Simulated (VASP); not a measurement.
Wanted: the native input for a VASP 6.6.1 run.

| Item | Value |
| --- | --- |
| Task | single point |
| Functional | PBE |
| Potentials or basis | VASP PAW PBE potentials, release 64 (Ti_sv, B) |
| Cutoff | 520 eV |
| k mesh | 4 × 4 × 4 |
| Occupations | fermi-dirac, width 0.1 eV |
| Spin | no spin polarisation |
| Dipole correction | no |
| Further INCAR settings | ALGO = Normal; EDIFF = 1e-06; NBANDS = 36 |

The structure of Ti2B lies in POSCAR:

```
Ti2B
1.0
   -2.8290690000      2.8290690000      2.3682650000
    2.8290690000     -2.8290690000      2.3682650000
    2.8290690000      2.8290690000     -2.3682650000
Ti B
4 2
Direct
    0.6644000000      0.1644000000      0.8288000000
    0.3356000000      0.8356000000      0.1712000000
    0.8356000000      0.6644000000      0.5000000000
    0.1644000000      0.3356000000      0.5000000000
    0.7500000000      0.7500000000      0.0000000000
    0.2500000000      0.2500000000      0.0000000000
```

The input as run:

INCAR

```
SYSTEM = Ti2B
  PREC = Accurate
  ENCUT = 520
  EDIFF = 1E-6
  ISMEAR = -1
  SIGMA = 0.1
  LREAL = .FALSE.
  LASPH = .TRUE.
  NELM = 80
  ALGO = Normal
  ISIF = 2
  LWAVE = .FALSE.
  LCHARG = .FALSE.
  GGA = PE
  NBANDS = 36
```

KPOINTS

```
regular mesh
0
G
  4 4 4
  0 0 0
```

Potentials or basis: VASP PAW PBE potentials, release 64 (Ti_sv, B).

Command:

```bash
$ cat potpaw_PBE.64/Ti_sv/POTCAR potpaw_PBE.64/B/POTCAR > POTCAR
$ mpirun -np 1 vasp_std > vasp.out
```

Results of the run:

- Pressure: 0.7 GPa
- Largest force: 0.242 eV/Å
- Band gap on the k mesh: zero (band 27 reaches 9.05 eV, above the bottom of band 28 at 8.13 eV)

Caveat: the k points lie up to 0.43 Å⁻¹ apart.

It took 21 s on 1 thread of Intel(R) Xeon(R) 6975P-C (Granite Rapids), on a shared host, peak memory 0.2 GiB.
